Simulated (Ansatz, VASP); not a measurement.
Mg6O5 in VASP and in Ansatz

```xyz
11
Lattice="5.5909 0.0000 0.0000 0.0000 5.5909 0.0000 0.0000 0.0000 5.5909" Properties=species:S:1:pos:R:3 pbc="T T T"
Mg    1.3977    0.0000    2.7954
Mg    0.0000    2.7954    1.3977
Mg    2.7954    4.1931    0.0000
Mg    4.1931    0.0000    2.7954
Mg    0.0000    2.7954    4.1931
Mg    2.7954    1.3977    0.0000
O     2.7954    0.0000    1.3977
O     0.0000    4.1931    2.7954
O     4.8920    2.6204    0.0000
O     2.7954    0.0000    4.1931
O     0.0000    1.3977    2.7954
```

Change from the starting cell: O vacancy; atom 9 moved 0.250 of the way to it and -0.175 Å across, host rigid.

Alike in both runs: task single point; functional PBEsol; k mesh 4 × 4 × 4; occupations gaussian, width 0.05 eV; no spin polarisation.

|  | VASP | Ansatz |
| --- | --- | --- |
| version | VASP 6.6.1 | Ansatz 0.2.0 |
| potentials or method | VASP PAW PBE potentials, release 64 (Mg, O), cutoff 520 eV | scalar-relativistic, plane waves, PAW |
| valence electrons in the cell | 42 | 90 |

```tsv
	VASP	Ansatz	Ansatz less VASP
gap on the k mesh at the Fermi level (eV)	0.52	0.52	-0.006
least direct gap on the mesh (eV)	1.72	1.72	-0.009
pressure (GPa)	9.0	8.6	-0.37
traceless stress, the component that is largest in VASP (GPa)	13.71	12.96	-0.753
rms of the force components (eV/Å)	3.032	2.878	-0.1546
```

VASP's potentials were made for PBE, not for PBEsol, and Ansatz warns of the same on its side. Atom by atom the forces differ by 0.155 eV/Å (rms over components). VASP's potentials hold 42 valence electrons a cell and Ansatz's 90, so a difference there can come from the potentials and not from the codes.
